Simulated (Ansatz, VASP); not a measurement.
# One calculation of Pd, two programs

```
CELL_PARAMETERS angstrom
0.00000 2.39763 2.39763
2.39763 0.00000 2.39763
2.39763 2.39763 0.00000
ATOMIC_POSITIONS crystal
Pd 0.87500 0.87500 0.87500
Pd 0.12500 0.12500 0.12500
```

Change from the starting cell: volume scaled by 0.6, PAW files.

Alike in both runs: task single point; functional PBEsol; k mesh 12 × 12 × 12; occupations fermi-dirac, width 0.05 eV; no spin polarisation.

|  | VASP | Ansatz |
| --- | --- | --- |
| version | VASP 6.6.1 | Ansatz 0.2.0 |
| potentials or method | VASP PAW PBE potentials, release 64 (Pd_sv_GW) | PAW with Ansatz's default frozen-core files, scalar-relativistic |
| plane-wave cutoff (eV) | 540 | 420 |
| valence electrons in the cell | 36 | 36 |

Ansatz gave:

| Item | Value |
| --- | --- |
| pressure (GPa) | 162.6 |

Question: What did VASP give for the same quantities?

Answer: Pressure (GPa): 160.2.

VASP's potentials were made for PBE, not for PBEsol. Both programs put the cell under a high pressure, so it lies far from rest at this level.

Noted on VASP's run: the cell as given lies far from equilibrium.
